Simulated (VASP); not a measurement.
# BN (P6_3/mmc) in VASP: a series of runs, part 2 of 2

VASP 6.6.1. Earlier steps stand in the parts before.

### 3 Relaxation of cell and atoms, PBEsol, target pressure 4 GPa, at which the enthalpy is minimised

Contents of INCAR:

```
PREC = Accurate ; ENCUT = 600
EDIFF = 1E-7 ; ISMEAR = 0
SIGMA = 0.01 ; LREAL = False
LASPH = True ; NELM = 120
ALGO = Normal ; ISIF = 3
LWAVE = False ; LCHARG = False
GGA = PS ; IBRION = 2
NSW = 100 ; EDIFFG = -0.002
PSTRESS = 40.0 ; GGA_COMPAT = False
NELMIN = 4
```

Contents of KPOINTS:

```
regular mesh
0
Gamma
  10 10 4
```

Contents of POSCAR:

```
BN
1.0
    2.5043523426      0.0000000000      0.0000000000
   -1.2521761713      2.1688327487      0.0000000000
    0.0000000000      0.0000000000      7.0158653084
B N
2 2
Direct
    0.3333333333      0.6666666667      0.2500000000
    0.6666666667      0.3333333333      0.7500000000
    0.3333333333      0.6666666667      0.7500000000
    0.6666666667      0.3333333333      0.2500000000
```

Potentials or basis: VASP PAW PBE potentials, release 64 (B, N).

Started as:

```
$ cat potpaw_PBE.64/B/POTCAR potpaw_PBE.64/N/POTCAR > POTCAR
$ mpirun -np 1 vasp_std > vasp.out
```

OUTCAR:

```text
PREC = Accurate
   ENCUT = 600
   EDIFF = 1E-7
   ISMEAR = 0
   LREAL = False
   LASPH = True
   NELM = 120
   ISIF = 3
   GGA = PS
   IBRION = 2
   NSW = 100
   EDIFFG = -0.002
   PSTRESS = 40.0
   NELMIN = 4

 ion  position               nearest neighbor table
   1  0.333  0.667  0.250-   4 1.45   4 1.45   4 1.45
   2  0.667  0.333  0.750-   3 1.45   3 1.45   3 1.45
   3  0.333  0.667  0.750-   2 1.45   2 1.45   2 1.45
   4  0.667  0.333  0.250-   1 1.45   1 1.45   1 1.45

  LATTYP: Found a hexagonal cell.
 ALAT       =     2.5043523426
 C/A-ratio  =     2.8014689423

  Lattice vectors:

 A1 = (   2.5043523426,   0.0000000000,   0.0000000000)
 A2 = (  -1.2521761713,   2.1688327487,   0.0000000000)
 A3 = (   0.0000000000,   0.0000000000,   7.0158653084)

Analysis of symmetry for initial positions (statically):
=====================================================================
 Subroutine PRICEL returns:
 Original cell was already a primitive cell.

 Routine SETGRP: Setting up the symmetry group for a
 hexagonal supercell.

 Subroutine GETGRP returns: Found 24 space group operations
 (whereof 12 operations were pure point group operations)
 out of a pool of 24 trial point group operations.

The static configuration has the point symmetry D_3d.
 The point group associated with its full space group is D_6h.

Analysis of symmetry for dynamics (positions and initial velocities):
=====================================================================
 Subroutine PRICEL returns:
 Original cell was already a primitive cell.

 Routine SETGRP: Setting up the symmetry group for a
 hexagonal supercell.

 Subroutine GETGRP returns: Found 24 space group operations
 (whereof 12 operations were pure point group operations)
 out of a pool of 24 trial point group operations.

The dynamic configuration has the point symmetry D_3d.
 The point group associated with its full space group is D_6h.

 Subroutine INISYM returns: Found 24 space group operations
 (whereof 12 operations are pure point group operations),
 and found     1 'primitive' translations

----------------------------------------------------------------------------------------

                                     Primitive cell
[... 118 lines left out ...]
  Thomas-Fermi vector in A             =   2.360900
   LORBIT       =      0    0 simple, 1 ext, 2 COOP (PROOUT), +10 PAW based schemes
   GGA     = PS    functional components
   LHFCALC =     F    Hartree Fock is set to
   AEXX    =    0.0000 exact exchange contribution
   IVDW    =     0    specifies the selected vdW correction
   LEPSILON=     F    determine dielectric tensor
   LRPA    =     F    only Hartree local field effects (RPA)
 conjugate gradient relaxation of ions
 non-spin polarized calculation
 Gauss-broadening in eV      SIGMA  =   0.01
  energy-cutoff  :      600.00
  volume of cell :       38.11
 maximum number of plane-waves:      1293
 NGX is ok and might be reduce to    20
   NGX =  9   NGY =  9   NGZ = 29

--------------------------------------- Ionic step        1  -------------------------------------------

 number of electron      16.0000000 magnetization

 Free energy of the ion-electron system (eV)
  ---------------------------------------------------
  ext. energy  EPLUGINS =         0.00000000
  ---------------------------------------------------
  free energy    TOTEN  =       -36.57771927 eV

  energy without entropy =      -36.57771927  energy(sigma->0) =      -36.57771927

 E-fermi :   1.8567     XC(G=0):  -9.9296

 val. band max:        1.7612588331   @ k =   0.3000   0.3000   0.0000
 cond. band min:       6.0185189472   @ k =   0.5000   0.0000   0.0000
 fundamental gap:      4.2572601141
 Fermi energy:         1.8567064204

 k-point     1 :       0.0000    0.0000    0.0000
  band No.  band energies     occupation
      1     -15.9499      2.00000
      2     -15.7528      2.00000
      3      -4.3027      2.00000
      4      -2.6473      2.00000
      5       0.4530      2.00000
      6       0.4530      2.00000
      7       0.4740      2.00000
      8       0.4740      2.00000
      9       6.5276      0.00000
     10      11.2814      0.00000
     11      13.2815      0.00000
     12      13.2846      0.00000
[... 460 lines left out ...]
  energy  without entropy=      -36.5691608542  energy(sigma->0) =      -36.56916085

  enthalpy is  TOTEN    =       -35.6347346099 eV   P V=        0.9344262443

[... ionic steps 4 to 10 ...]

--------------------------------------- Ionic step       11  -------------------------------------------

 number of electron      15.9999999 magnetization

------------------------ aborting loop because EDIFF is reached ----------------------------------------
[... 75 lines left out ...]
--------------------------------------- Ionic step       13  -------------------------------------------

 number of electron      15.9999999 magnetization

 Free energy of the ion-electron system (eV)
  ---------------------------------------------------
  ext. energy  EPLUGINS =         0.00000000
  ---------------------------------------------------
  free energy    TOTEN  =       -36.53676836 eV

  energy without entropy =      -36.53676836  energy(sigma->0) =      -36.53676836

 E-fermi :   3.1402     XC(G=0): -10.8826

 val. band max:        3.0149494419   @ k =   0.3000   0.3000   0.0000
 cond. band min:       7.0209940372   @ k =   0.5000   0.0000   0.0000
 fundamental gap:      4.0060445953
 Fermi energy:         3.1401923702

 k-point     1 :       0.0000    0.0000    0.0000
  band No.  band energies     occupation
      1     -14.9938      2.00000
      2     -14.4339      2.00000
      3      -3.8286      2.00000
      4      -0.6211      2.00000
      5       1.6333      2.00000
      6       1.6333      2.00000
      7       1.7177      2.00000
      8       1.7177      2.00000
      9       8.6366      0.00000
     10      14.4523      0.00000
     11      14.4523      0.00000
     12      14.6951      0.00000
[... 380 lines left out ...]
  energy  without entropy=      -36.5367683554  energy(sigma->0) =      -36.53676836

  enthalpy is  TOTEN    =       -35.7140392773 eV   P V=        0.8227290782

 reached required accuracy - stopping structural energy minimisation
```

OSZICAR:

```text
N       E                     dE             d eps       ncg     rms          rms(c)
DAV:   1     0.786221517810E+02    0.78622E+02   -0.88537E+03  1008   0.137E+03
DAV:   2    -0.349251925713E+02   -0.11355E+03   -0.10227E+03  1480   0.290E+02
DAV:   3    -0.400173429063E+02   -0.50922E+01   -0.50521E+01  1296   0.668E+01
[... 119 lines left out ...]
DAV:   2    -0.365367794197E+02    0.42358E-04   -0.63393E-05  1136   0.790E-02    0.153E-02
DAV:   3    -0.365367695492E+02    0.98704E-05   -0.21780E-05  1196   0.406E-02    0.540E-03
DAV:   4    -0.365367685066E+02    0.10427E-05   -0.24457E-06  1296   0.147E-02    0.195E-03
DAV:   5    -0.365367683870E+02    0.11957E-06   -0.54024E-07  1144   0.644E-03    0.106E-03
DAV:   6    -0.365367683554E+02    0.31570E-07   -0.34677E-08   588   0.204E-03
  13 F= -.35714039E+02 E0= -.35714039E+02  d E =-.535693E-05
```

CONTCAR:

```text
BN
   1.00000000000000
     2.4974530332878904    0.0000000000000000   -0.0000000000000000
    -1.2487265166439452    2.1628577715595818    0.0000000000000000
     0.0000000000000000   -0.0000000000000000    6.1007348072305394
  B               N
     2     2
Direct
     0.3333333332999970    0.6666666667000030    0.2500000000000000
     0.6666666667000030    0.3333333332999970    0.7500000000000000
     0.3333333332999970    0.6666666667000030    0.7500000000000000
     0.6666666667000030    0.3333333332999970    0.2500000000000000

  0.00000000E+00  0.00000000E+00  0.00000000E+00
  0.00000000E+00  0.00000000E+00  0.00000000E+00
  0.00000000E+00  0.00000000E+00  0.00000000E+00
  0.00000000E+00  0.00000000E+00  0.00000000E+00
```

Run time: 4.6 min. Hardware: 1 thread of Intel Xeon 8259CL, shared host; peak memory 0.17 GiB.

Results:

* Free energy: -36.5368 eV
* Relaxed volume: 8.24 Å³/atom
* Relaxed cell: a = 2.497 Å, b = 2.497 Å, c = 6.101 Å, α = 90.00°, β = 90.00°, γ = 120.00°
* Space group after relaxing (to 0.1 Å): P6_3/mmc (No. 194)
* Energy change on relaxing (the run minimises the enthalpy): +10.2 meV/atom
* Ionic steps: 13
* Pressure after relaxing: 4.0 GPa
* Band gap on the k mesh: 4.01 eV (least direct gap 4.32 eV)

The path:
```csv
step,energy change (eV),largest force (eV/Å),pressure (GPa),volume (Å³)
1,0.0000,0.0000,0.12,38.11
2,0.0295,0.0000,7.94,36.85
3,0.0086,0.0000,4.19,37.43
4,0.0077,0.0000,4.19,36.80
5,0.0130,0.0000,4.41,34.90
6,0.1095,0.0000,6.61,31.10
7,0.0342,0.0000,4.96,33.28
8,0.0449,0.0000,5.21,32.82
9,0.0403,0.0000,-1.81,33.51
10,0.0415,0.0000,4.00,32.93
11,0.0416,0.0000,4.03,32.93
12,0.0414,0.0000,4.02,32.94
13,0.0410,0.0000,4.01,32.95
```

Final structure:
```cif
data_structure
_symmetry_space_group_name_H-M 'P 1'
_symmetry_Int_Tables_number 1
_cell_length_a 2.4975
_cell_length_b 2.4975
_cell_length_c 6.1007
_cell_angle_alpha 90.000
_cell_angle_beta 90.000
_cell_angle_gamma 120.000
_cell_volume 32.95
loop_
_atom_site_label
_atom_site_type_symbol
_atom_site_fract_x
_atom_site_fract_y
_atom_site_fract_z
_atom_site_occupancy
B1 B 0.33333 0.66667 0.25000 1
B2 B 0.66667 0.33333 0.75000 1
N1 N 0.33333 0.66667 0.75000 1
N2 N 0.66667 0.33333 0.25000 1
```

Caveat: the cell is relaxed towards a set pressure, so the run minimises the enthalpy, not the energy; the PAW data sets were made with another functional, which shifts forces and pressure a little; this functional lacks dispersion, which binds the layers, so the pressure and a relaxed spacing across them are unreliable. A k mesh can miss the band edges.
